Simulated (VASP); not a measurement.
# MgO (Fm-3m) in VASP: notebook

MgO is run at these levels: PBE; tasks: single point.

All numbers are computed with VASP 6.6.1; they aren't measurements. Logs are shortened: lines on timing, memory, paths and dates and some standing lists are left out, and cuts for length are marked.

**1. The cell of the first run**

Symmetry: Fm-3m, No. 225, cubic system. Conventional cell: a = 4.203 Å, b = 4.203 Å, c = 4.203 Å, α = 90.00°, β = 90.00°, γ = 90.00°. Within 2.8 Å of Mg (site symmetry m-3m) lie 6 O at 2.10 Å. Within 2.8 Å of O (site symmetry m-3m) lie 6 Mg at 2.10 Å.

**2. Single point, PBE**

Contents of INCAR:

```
PREC = Accurate ; ENCUT = 600
EDIFF = 1E-6 ; ISMEAR = -1
SIGMA = 0.05 ; LREAL = False
LASPH = True ; NELM = 120
ALGO = Normal ; ISIF = 2
LWAVE = False ; LCHARG = False
GGA = PE ; NBANDS = 11
GGA_COMPAT = False
```

Contents of KPOINTS:

```
regular mesh
0
Gamma
  8 8 8
```

Contents of POSCAR:

```
MgO
1.0
    0.0000000000      2.1015000000      2.1015000000
    2.1015000000      0.0000000000      2.1015000000
    2.1015000000      2.1015000000      0.0000000000
Mg O
1 1
Direct
    0.0000000000      0.0000000000      0.0000000000
    0.5000000000      0.5000000000      0.5000000000
```

Potentials or basis: VASP PAW PBE potentials, release 64 (Mg, O).

On the command line:

```console
cat potpaw_PBE.64/Mg/POTCAR potpaw_PBE.64/O/POTCAR > POTCAR
mpirun -np 1 vasp_std > vasp.out
```

OUTCAR:

```text
PREC = Accurate
   ENCUT = 600
   EDIFF = 1E-6
   ISMEAR = -1
   LREAL = False
   LASPH = True
   NELM = 120
   ISIF = 2
   GGA = PE

 ion  position               nearest neighbor table
   1  0.000  0.000  0.000-   2 2.10   2 2.10   2 2.10   2 2.10   2 2.10   2 2.10
   2  0.500  0.500  0.500-   1 2.10   1 2.10   1 2.10   1 2.10   1 2.10   1 2.10

  LATTYP: Found a face centered cubic cell.
 ALAT       =     4.2030000000

  Lattice vectors:

 A1 = (   0.0000000000,   2.1015000000,   2.1015000000)
 A2 = (   2.1015000000,   0.0000000000,   2.1015000000)
 A3 = (   2.1015000000,   2.1015000000,   0.0000000000)

Analysis of symmetry for initial positions (statically):
=====================================================================
 Subroutine PRICEL returns:
 Original cell was already a primitive cell.

 Routine SETGRP: Setting up the symmetry group for a
 face centered cubic supercell.

 Subroutine GETGRP returns: Found 48 space group operations
 (whereof 48 operations were pure point group operations)
 out of a pool of 48 trial point group operations.

The static configuration has the point symmetry O_h .

Analysis of symmetry for dynamics (positions and initial velocities):
=====================================================================
 Subroutine PRICEL returns:
 Original cell was already a primitive cell.

 Routine SETGRP: Setting up the symmetry group for a
 face centered cubic supercell.

 Subroutine GETGRP returns: Found 48 space group operations
 (whereof 48 operations were pure point group operations)
 out of a pool of 48 trial point group operations.

The dynamic configuration has the point symmetry O_h .

 Subroutine INISYM returns: Found 48 space group operations
 (whereof 48 operations are pure point group operations),
 and found     1 'primitive' translations

----------------------------------------------------------------------------------------

                                     Primitive cell

  volume of cell :      18.5617

  direct lattice vectors                    reciprocal lattice vectors
     0.000000000  2.101500000  2.101500000    -0.237925291  0.237925291  0.237925291
     2.101500000  0.000000000  2.101500000     0.237925291 -0.237925291  0.237925291
     2.101500000  2.101500000  0.000000000     0.237925291  0.237925291 -0.237925291

  length of vectors
     2.971969801  2.971969801  2.971969801     0.412098693  0.412098693  0.412098693

[... 81 lines left out ...]
   LREAL  =      F    real-space projection
   EDIFFG = 0.1E-04   stopping-criterion for IOM
   NSW    =      0    number of steps for IOM
   IBRION =     -1    ionic relax: 0-MD 1-quasi-New 2-CG
   NFREE  =      0    steps in history (QN), initial steepest desc. (CG)
   ISIF   =      2    stress and relaxation
   ISYM   =      2    0-nonsym 1-usesym 2-fastsym
   POTIM  = 0.5000    time-step for ionic-motion
   TEBEG  =    0.0;   TEEND  =   0.0 temperature during run
   PSTRESS=    0.0 pullay stress
   NELECT =       8.0000    total number of electrons
   NUPDOWN=      -1.0000    fix difference up-down
   EMIN   =  10.00;   EMAX   =-10.00  energy-range for DOS
   EFERMI =   0.00;   METHOD = LEGACY
   ISMEAR =    -1;   SIGMA  =   0.05  broadening in eV -4-tet -1-fermi 0-gaus
   EFERMI_NEDOS =   21; number of points for ismear=-14 and -15
   IALGO  =     38    algorithm
   IMIX   =      4    mixing-type and parameters
     AMIX     =   0.40;   BMIX     =  1.00
     AMIX_MAG =   1.60;   BMIX_MAG =  1.00
  volume/ion in A,a.u.               =       9.28        62.63
  Fermi-wavevector in a.u.,A,eV,Ry     =   1.236608  2.336851 20.806025  1.529200
  Thomas-Fermi vector in A             =   2.371210
   LORBIT       =      0    0 simple, 1 ext, 2 COOP (PROOUT), +10 PAW based schemes
   GGA     = PE    functional components
   LHFCALC =     F    Hartree Fock is set to
   AEXX    =    0.0000 exact exchange contribution
   IVDW    =     0    specifies the selected vdW correction
   LEPSILON=     F    determine dielectric tensor
   LRPA    =     F    only Hartree local field effects (RPA)
 non-spin polarized calculation
  energy-cutoff  :      600.00
  volume of cell :       18.56
 maximum number of plane-waves:       636
   NGX = 11   NGY = 11   NGZ = 11

 number of electron       8.0000004 magnetization

 Free energy of the ion-electron system (eV)
  ---------------------------------------------------
  ext. energy  EPLUGINS =         0.00000000
  ---------------------------------------------------
  free energy    TOTEN  =       -11.90544854 eV

  energy without entropy =      -11.90544854  energy(sigma->0) =      -11.90544854

 E-fermi :   4.2532     XC(G=0): -11.1089

 val. band max:        3.2336365422   @ k =   0.0000   0.0000   0.0000
 cond. band min:       8.0245527002   @ k =   0.0000   0.0000   0.0000
 fundamental gap:      4.7909161579
 Fermi energy:         4.2531614874

 k-point     1 :       0.0000    0.0000    0.0000
  band No.  band energies     occupation
      1     -14.0621      2.00000
      2       3.2336      2.00000
      3       3.2336      2.00000
      4       3.2336      2.00000
      5       8.0246      0.00000
      6      19.0726      0.00000
      7      19.0726      0.00000
      8      19.0726      0.00000
      9      23.0051      0.00000
     10      24.7882      0.00000
     11      24.7882      0.00000
[... 309 lines left out ...]
 k-point    24 :      -0.3750    0.2500    0.1250
  band No.  band energies     occupation
      1     -12.6101      2.00000
      2      -0.7908      2.00000
      3       1.2855      2.00000
      4       2.2389      2.00000
      5      12.9532      0.00000
      6      15.4955      0.00000
      7      16.7956      0.00000
      8      20.2130      0.00000
      9      23.8386      0.00000
     10      25.4001      0.00000
     11      29.5005      0.00000

 [... further k-points ...]
[... 5 lines left out ...]
  --------------------------------------------------------------------------------------
  -------------------------------------------------------------------------------------
  Total        0.5556557      0.5556557      0.5556557      0.0000000     -0.0000000      0.0000000
  in kB       47.9620985     47.9620985     47.9620985      0.0000000     -0.0000000      0.0000000
  external PRESSURE =      47.9620985 kB  Pullay stress =       0.0000000 kB

 VOLUME and BASIS-vectors are now :
 -----------------------------------------------------------------------------
  energy-cutoff  :      600.00
  volume of cell :       18.56
      direct lattice vectors                 reciprocal lattice vectors
     0.000000000  2.101500000  2.101500000    -0.237925291  0.237925291  0.237925291
     2.101500000  0.000000000  2.101500000     0.237925291 -0.237925291  0.237925291
     2.101500000  2.101500000  0.000000000     0.237925291  0.237925291 -0.237925291

 POSITION                                       TOTAL-FORCE (eV/Angst)
 -----------------------------------------------------------------------------------
      0.00000      0.00000      0.00000         0.000000      0.000000     -0.000000
      2.10150      2.10150      2.10150        -0.000000     -0.000000      0.000000
 -----------------------------------------------------------------------------------
    total drift:                               -0.000000     -0.000000      0.000000

  FREE ENERGIE OF THE ION-ELECTRON SYSTEM (eV)
  ---------------------------------------------------
  free  energy   TOTEN  =       -11.9054485429 eV

  energy  without entropy=      -11.9054485428  energy(sigma->0) =      -11.90544854
```

OSZICAR:

```text
N       E                     dE             d eps       ncg     rms          rms(c)
DAV:   1     0.176971046657E+02    0.17697E+02   -0.48007E+03   702   0.720E+02
DAV:   2    -0.127241883118E+02   -0.30421E+02   -0.29484E+02   692   0.146E+02
DAV:   3    -0.134631514944E+02   -0.73896E+00   -0.73856E+00   773   0.202E+01
DAV:   4    -0.134650179179E+02   -0.18664E-02   -0.18664E-02   695   0.114E+00
DAV:   5    -0.134650241007E+02   -0.61828E-05   -0.61827E-05   746   0.644E-02    0.722E+00
DAV:   6    -0.119228526795E+02    0.15422E+01   -0.87178E+00   659   0.163E+01    0.222E+00
DAV:   7    -0.119111594767E+02    0.11693E-01   -0.52222E-02   695   0.211E+00    0.134E+00
DAV:   8    -0.119058063473E+02    0.53531E-02   -0.27504E-02   671   0.188E+00    0.234E-01
DAV:   9    -0.119054568222E+02    0.34953E-03   -0.51305E-04   731   0.161E-01    0.133E-01
DAV:  10    -0.119054468098E+02    0.10012E-04   -0.47757E-04   701   0.166E-01    0.844E-03
DAV:  11    -0.119054486289E+02   -0.18191E-05   -0.23551E-06   734   0.132E-02    0.548E-03
DAV:  12    -0.119054485429E+02    0.86086E-07   -0.58394E-07   400   0.610E-03
   1 F= -.11905449E+02 E0= -.11905449E+02  d E =-.332020E-10
```

stdout:

```text
POSCAR found type information on POSCAR MgO
 POSCAR found :  2 types and       2 ions
 scaLAPACK will be used
 LDA part: xc-table for (Slater+PW92), standard interpolation
 POSCAR, INCAR and KPOINTS ok, starting setup
 FFT: planning ... GRIDC
 FFT: planning ... GRID_SOFT
 FFT: planning ... GRID
 WAVECAR not read
 entering main loop
```

Run time: 9.6 s. Hardware: 1 thread of Intel Xeon 8259CL, shared host; peak memory 0.14 GiB.

Results:

- Free energy: -11.9054 eV
- Pressure: 4.8 GPa
- Band gap on the k mesh: 4.79 eV, direct

**3. Single point, PBE**

Contents of INCAR:

```
SYSTEM = MgO
ALGO = Normal
EDIFF = 1E-6
ENCUT = 600
GGA = PE
GGA_COMPAT = .FALSE.
ISIF = 2
ISMEAR = -1
LASPH = .TRUE.
LCHARG = .FALSE.
LREAL = .FALSE.
LWAVE = .FALSE.
NBANDS = 11
NELM = 120
PREC = Accurate
SIGMA = 0.05
```

Contents of KPOINTS:

```
k-points
0
G
  8 8 8
  0 0 0
```

POSCAR is that of step 2.

Potentials or basis: VASP PAW PBE potentials, release 64 (Mg, O).

On the command line:

```console
cat potpaw_PBE.64/Mg/POTCAR potpaw_PBE.64/O/POTCAR > POTCAR
mpirun -np 1 vasp_std > vasp.out
```

It took 9.7 s on 1 thread of Intel Xeon 8259CL, shared host; peak memory 0.14 GiB.

The run converged. Its results:

```yaml
Free_energy: -11.9054 eV
Pressure: 4.8 GPa
Band_gap_on_the_k_mesh: 4.79 eV, direct
```

Levels at points of the mesh, in eV from the valence-band top:
| k point | band 2 | band 3 | band 4 | band 5 | band 6 | band 7 |
| --- | --- | --- | --- | --- | --- | --- |
| (0.00, 0.00, 0.00) | 0.00 | 0.00 | 0.00 | 4.79 | 15.84 | 15.84 |
| (0.50, 0.00, 0.00) | -4.64 | -0.66 | -0.66 | 7.94 | 12.68 | 16.38 |
| (0.50, 0.50, 0.00) | -4.11 | -1.36 | -1.36 | 9.13 | 10.04 | 13.17 |

PBE gaps usually lie below the measured ones, often by a third to a half.

**4. Single point, PBE**

Contents of INCAR:

```
PREC = Accurate
ENCUT = 600
EDIFF = 1E-6
ISMEAR = 1
SIGMA = 0.15
LREAL = F
LASPH = T
NELM = 120
ALGO = Normal
ISIF = 2
LWAVE = F
LCHARG = T
GGA = PE
LELF = T
LVHAR = T
NBANDS = 11
GGA_COMPAT = F
```

Contents of KPOINTS:

```
regular mesh
0
Gamma
  8 8 8
```

POSCAR is that of step 3.

On the command line:

```console
cat potpaw_PBE.64/Mg/POTCAR potpaw_PBE.64/O/POTCAR > POTCAR
mpirun -np 1 vasp_std > vasp.out
```

Wall time 11 s (1 thread of Intel Xeon 8259CL, shared host); peak memory 0.14 GiB.

It converged, with:

| Property | Result |
| --- | --- |
| Free energy | -11.9052 eV |
| Pressure | 4.8 GPa |
| Band gap on the k mesh | 4.79 eV, direct |

Levels at points of the mesh, in eV from the valence-band top:
| k point | band 2 | band 3 | band 4 | band 5 | band 6 | band 7 |
| --- | --- | --- | --- | --- | --- | --- |
| (0.00, 0.00, 0.00) | 0.00 | 0.00 | 0.00 | 4.79 | 15.84 | 15.84 |
| (0.50, 0.00, 0.00) | -4.64 | -0.66 | -0.66 | 7.94 | 12.68 | 16.38 |
| (0.50, 0.50, 0.00) | -4.11 | -1.36 | -1.36 | 9.13 | 10.04 | 13.17 |

A hybrid or GW would open this gap; PBE tends to underestimate it.

**5. Single point, PBE**

Contents of INCAR:

```
  PREC = Accurate
  ENCUT = 600
  EDIFF = 1E-6
  ISMEAR = -5
  SIGMA = 0.1
  LREAL = False
  LASPH = True
  NELM = 120
  ALGO = Normal
  ISIF = 2
  LWAVE = False
  LCHARG = False
  GGA = PE
  NBANDS = 11
  GGA_COMPAT = False
```

KPOINTS is that of step 4.

POSCAR is that of step 4.

Potentials or basis: VASP PAW PBE potentials, release 64 (Mg, O).

On the command line:

```console
cat potpaw_PBE.64/Mg/POTCAR potpaw_PBE.64/O/POTCAR > POTCAR
mpirun -np 1 vasp_std > vasp.out
```

OUTCAR:

```text
PREC = Accurate
   ENCUT = 600
   EDIFF = 1E-6
   ISMEAR = -5
   LREAL = False
   LASPH = True
   NELM = 120
   ISIF = 2
   GGA = PE

 ion  position               nearest neighbor table
   1  0.000  0.000  0.000-   2 2.10   2 2.10   2 2.10   2 2.10   2 2.10   2 2.10
   2  0.500  0.500  0.500-   1 2.10   1 2.10   1 2.10   1 2.10   1 2.10   1 2.10

  LATTYP: Found a face centered cubic cell.
 ALAT       =     4.2030000000

  Lattice vectors:

 A1 = (   0.0000000000,   2.1015000000,   2.1015000000)
 A2 = (   2.1015000000,   0.0000000000,   2.1015000000)
[... 515 lines left out ...]
      7      16.7956      0.00000
      8      20.2130      0.00000
      9      23.8386      0.00000
     10      25.4001      0.00000
     11      29.5005      0.00000

 [... further k-points ...]
[... 5 lines left out ...]
  --------------------------------------------------------------------------------------
  -------------------------------------------------------------------------------------
  Total        0.5556557      0.5556557      0.5556557      0.0000000      0.0000000      0.0000000
  in kB       47.9620985     47.9620985     47.9620985      0.0000000      0.0000000      0.0000000
  external PRESSURE =      47.9620985 kB  Pullay stress =       0.0000000 kB

 VOLUME and BASIS-vectors are now :
 -----------------------------------------------------------------------------
  energy-cutoff  :      600.00
  volume of cell :       18.56
      direct lattice vectors                 reciprocal lattice vectors
     0.000000000  2.101500000  2.101500000    -0.237925291  0.237925291  0.237925291
     2.101500000  0.000000000  2.101500000     0.237925291 -0.237925291  0.237925291
     2.101500000  2.101500000  0.000000000     0.237925291  0.237925291 -0.237925291

 POSITION                                       TOTAL-FORCE (eV/Angst)
 -----------------------------------------------------------------------------------
      0.00000      0.00000      0.00000         0.000000     -0.000000      0.000000
      2.10150      2.10150      2.10150        -0.000000      0.000000     -0.000000
 -----------------------------------------------------------------------------------
    total drift:                               -0.000000     -0.000000      0.000000

  FREE ENERGIE OF THE ION-ELECTRON SYSTEM (eV)
  ---------------------------------------------------
  free  energy   TOTEN  =       -11.9054485427 eV

  energy  without entropy=      -11.9054485427  energy(sigma->0) =      -11.90544854
```

stdout:

```text
POSCAR found type information on POSCAR MgO
 POSCAR found :  2 types and       2 ions
 scaLAPACK will be used
 LDA part: xc-table for (Slater+PW92), standard interpolation
 POSCAR, INCAR and KPOINTS ok, starting setup
 FFT: planning ... GRIDC
 FFT: planning ... GRID_SOFT
 FFT: planning ... GRID
 WAVECAR not read
 entering main loop
```

Run time: 11 s. Hardware: 1 thread of Intel Xeon 8259CL, shared host; peak memory 0.14 GiB.

Results:

| Quantity | Value |
| --- | --- |
| Free energy | -11.9054 eV |
| Pressure | 4.8 GPa |
| Band gap on the k mesh | 4.79 eV, direct |

**6. The runs side by side**

| smearing | gap on the mesh (eV) | pressure (GPa) |
| --- | --- | --- |
| fermi-dirac 0.05 eV | 4.79 | 4.8 |
| methfessel-paxton 0.15 eV | 4.79 | 4.8 |
| tetrahedron | 4.79 | 4.8 |

Alike in all rows: task single point; level PBE; potentials or basis VASP PAW PBE potentials, release 64 (Mg, O); no spin polarisation; cell as given; k mesh 8 × 8 × 8; cutoff (eV) 600.

On the cell as given the gap runs from 4.79 eV (PBE) to 4.79 eV (PBE).

Absolute energies hang on the potentials; compare differences alone.
